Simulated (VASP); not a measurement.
## Co: single point with PBEsol

Co:

```
CELL_PARAMETERS angstrom
2.41446 0.00000 0.00000
-1.20723 2.09098 0.00000
0.00000 0.00000 7.85943
ATOMIC_POSITIONS crystal
Co 0.00000 0.00000 0.00000
Co 0.00000 0.00000 0.50000
Co 0.33333 0.66667 0.25000
Co 0.66667 0.33333 0.75000
```

* Program: VASP 6.6.1
* Task: single point
* Functional: PBEsol
* Potentials or basis: VASP PAW PBE potentials, release 64 (Co_sv)
* Cutoff: 600 eV
* k mesh: 14 × 14 × 4
* Occupations: fermi-dirac, width 0.1 eV
* Spin: no spin polarisation
* Dipole correction: no
* Further INCAR settings: ALGO = Normal; EDIFF = 1e-06; NBANDS = 42

| Property | Result |
| --- | --- |
| Pressure | -3.8 GPa |
| Band gap on the k mesh | zero (bands 34 and 35 overlap by 1.17 eV) |

Levels at points of the mesh, in eV from the Fermi level:
```tsv
k point	band 32	band 33	band 34	band 35	band 36	band 37
(0.00, 0.00, 0.00)	-0.90	-0.90	-0.50	-0.50	-0.28	-0.20
(0.50, 0.00, 0.00)	0.39	0.39	0.42	0.51	0.52	0.54
(0.00, 0.00, 0.50)	-1.76	-0.70	-0.70	-0.70	-0.70	0.08
(0.50, 0.00, 0.50)	-0.04	0.37	0.37	0.50	0.50	1.94
```

Run time: 3.1 min on 1 thread of Intel(R) Xeon(R) Platinum 8375C CPU @ 2.90GHz (Ice Lake) (shared host), peak memory 0.23 GiB.

Caveat: the cell stands under tension; the PAW data sets were made with another functional, which shifts forces and pressure a little; the run has no spin polarisation, though such a crystal can be magnetic. Spin polarisation is off, so any magnetic state and its effect on volume and gap are missing.
